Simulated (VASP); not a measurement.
# HfN in VASP: a series of runs, part 2 of 2

VASP 6.6.1. The steps go on from the part before.

## (5) Single point, PBE (strain -0.025 along x and y, -0.025 along z)

File INCAR:

```
SYSTEM = HfN
PREC = Accurate
ENCUT = 520
EDIFF = 1E-7
ISMEAR = 0
SIGMA = 0.15
LREAL = .False.
LASPH = .True.
NELM = 60
ALGO = Normal
ISIF = 2
LWAVE = .False.
LCHARG = .True.
GGA = PE
LELF = .True.
LVHAR = .True.
NBANDS = 14
```

File KPOINTS:

```
regular mesh
0
Gamma
  22 22 22
  0 0 0
```

File POSCAR:

```
HfN
1.0
    0.0000000000      2.2170491446      2.2170491446
    2.2170491446      0.0000000000      2.2170491446
    2.2170491446      2.2170491446      0.0000000000
Hf N
1 1
Direct
    0.0000000000      0.0000000000      0.0000000000
    0.5000000000      0.5000000000      0.5000000000
```

Potentials or basis: VASP PAW PBE potentials, release 64 (Hf_pv, N).

Launch:

```
$ cat potpaw_PBE.64/Hf_pv/POTCAR potpaw_PBE.64/N/POTCAR > POTCAR
$ mpirun -np 1 vasp_std > vasp.out
```

OUTCAR:

```text
SYSTEM = HfN
   PREC = Accurate
   ENCUT = 520
   EDIFF = 1E-7
   ISMEAR = 0
   LREAL = .False.
   LASPH = .True.
   NELM = 60
   ISIF = 2
   GGA = PE

 ion  position               nearest neighbor table
   1  0.000  0.000  0.000-   2 2.22   2 2.22   2 2.22   2 2.22   2 2.22   2 2.22
   2  0.500  0.500  0.500-   1 2.22   1 2.22   1 2.22   1 2.22   1 2.22   1 2.22

  LATTYP: Found a face centered cubic cell.
 ALAT       =     4.4340982892

  Lattice vectors:

 A1 = (   0.0000000000,   2.2170491446,   2.2170491446)
 A2 = (   2.2170491446,   0.0000000000,   2.2170491446)
[... 594 lines left out ...]

  FORCE on cell =-STRESS in cart. coord.  units (eV):
  Direction    XX          YY          ZZ          XY          YZ          ZX
  --------------------------------------------------------------------------------------
  -------------------------------------------------------------------------------------
  Total        2.8560526      2.8560526      2.8560526     -0.0000000     -0.0000000     -0.0000000
  in kB      209.9523918    209.9523918    209.9523918     -0.0000000     -0.0000000     -0.0000000
  external PRESSURE =     209.9523918 kB  Pullay stress =       0.0000000 kB

 VOLUME and BASIS-vectors are now :
 -----------------------------------------------------------------------------
  energy-cutoff  :      520.00
  volume of cell :       21.79
      direct lattice vectors                 reciprocal lattice vectors
     0.000000000  2.217049145  2.217049145    -0.225524996  0.225524996  0.225524996
     2.217049145  0.000000000  2.217049145     0.225524996 -0.225524996  0.225524996
     2.217049145  2.217049145  0.000000000     0.225524996  0.225524996 -0.225524996

 POSITION                                       TOTAL-FORCE (eV/Angst)
 -----------------------------------------------------------------------------------
      0.00000      0.00000      0.00000        -0.000000      0.000000      0.000000
      2.21705      2.21705      2.21705         0.000000     -0.000000     -0.000000
 -----------------------------------------------------------------------------------
    total drift:                                0.000000     -0.000000     -0.000000

  FREE ENERGIE OF THE ION-ELECTRON SYSTEM (eV)
  ---------------------------------------------------
  free  energy   TOTEN  =       -21.6666811986 eV

  energy  without entropy=      -21.6603919591  energy(sigma->0) =      -21.66353658
```

Wall time 43 s (1 thread of Intel Xeon Platinum 8488C (Sapphire Rapids), shared host); peak memory 0.22 GiB.

What came out:

```
Free energy            : -21.6667 eV
Pressure               : 21.0 GPa
Band gap on the k mesh : zero (an odd number of electrons rules out a gap without spin polarisation)
```

Levels at points of the mesh, in eV from the Fermi level:
| k point | band 6 | band 7 | band 8 | band 9 | band 10 | band 11 |
| --- | --- | --- | --- | --- | --- | --- |
| (0.00, 0.00, 0.00) | -3.10 | -3.10 | -0.39 | -0.39 | -0.39 | 2.10 |
| (0.50, 0.00, 0.00) | -6.49 | -6.49 | 3.53 | 3.99 | 3.99 | 4.73 |
| (0.50, 0.50, 0.00) | -4.08 | -3.73 | -3.73 | 4.40 | 5.97 | 5.97 |

Caveat: the cell differs from its parent crystal (strain -0.025 along x and y, -0.025 along z); the cell stands under pressure; spin-orbit coupling is left out, which moves the levels of the heavy elements.

## (6) Single point, PBE (strain +0.025 along x and y, +0.025 along z)

File INCAR:

```
SYSTEM = HfN
PREC = Accurate
ENCUT = 520
EDIFF = 1E-6
ISMEAR = 0
SIGMA = 0.15
LREAL = .FALSE.
LASPH = .TRUE.
NELM = 100
ALGO = Normal
ISIF = 2
LWAVE = .FALSE.
LCHARG = .FALSE.
GGA = PE
NBANDS = 14
```

File KPOINTS:

```
Automatic mesh
0
G
  22 22 22
  0 0 0
```

File POSCAR:

```
HfN
1.0
    0.0000000000      2.3307439726      2.3307439726
    2.3307439726      0.0000000000      2.3307439726
    2.3307439726      2.3307439726      0.0000000000
Hf N
1 1
Direct
    0.0000000000      0.0000000000      0.0000000000
    0.5000000000      0.5000000000      0.5000000000
```

Potentials or basis: VASP PAW PBE potentials, release 64 (Hf_pv, N).

Launch:

```
$ cat potpaw_PBE.64/Hf_pv/POTCAR potpaw_PBE.64/N/POTCAR > POTCAR
$ mpirun -np 1 vasp_std > vasp.out
```

Run time: 1.8 min. Hardware: 1 thread of Intel Xeon Platinum 8488C (Sapphire Rapids), shared host; peak memory 0.26 GiB.

It converged, with:

```yaml
Free_energy: -21.6359 eV
Pressure: -18.7 GPa
Band_gap_on_the_k_mesh: zero (an odd number of electrons rules out a gap without spin polarisation)
```

Levels at points of the mesh, in eV from the Fermi level:
| k point | band 6 | band 7 | band 8 | band 9 | band 10 | band 11 |
| --- | --- | --- | --- | --- | --- | --- |
| (0.00, 0.00, 0.00) | -2.91 | -2.91 | -0.30 | -0.30 | -0.30 | 0.95 |
| (0.50, 0.00, 0.00) | -5.72 | -5.72 | 2.87 | 3.25 | 3.25 | 3.95 |
| (0.50, 0.50, 0.00) | -3.62 | -3.62 | -3.41 | 3.61 | 4.55 | 4.83 |

Caveat: the cell differs from its parent crystal (strain +0.025 along x and y, +0.025 along z); the cell stands under tension; spin-orbit coupling is left out, which moves the levels of the heavy elements.

## (7) Overview

```csv
cell,gap on the mesh (eV),pressure (GPa)
"a = 3.337, b = 3.337, c = 3.296 Å, angles 60.4, 60.4, 59.2°, 2 atoms",none,-22.6
"a = 3.337, b = 3.337, c = 3.377 Å, angles 59.6, 59.6, 60.8°, 2 atoms",none,-26.3
"a = 3.055 Å, angles 60.0°, 2 atoms",none,53.7
"a = 3.135 Å, angles 60.0°, 2 atoms",none,21.0
"a = 3.296 Å, angles 60.0°, 2 atoms",none,-18.7
```

Alike in all rows: task single point; level PBE; potentials or basis VASP PAW PBE potentials, release 64 (Hf_pv, N); no spin polarisation; k mesh 22 × 22 × 22; cutoff (eV) 520; smearing gaussian 0.15 eV.

Caveats: spin-orbit coupling is left out, which moves the levels of the heavy elements; the cell stands under tension (at least some runs); the cell stands under pressure (at least some runs).

Absolute energies hang on the potentials; compare differences alone.
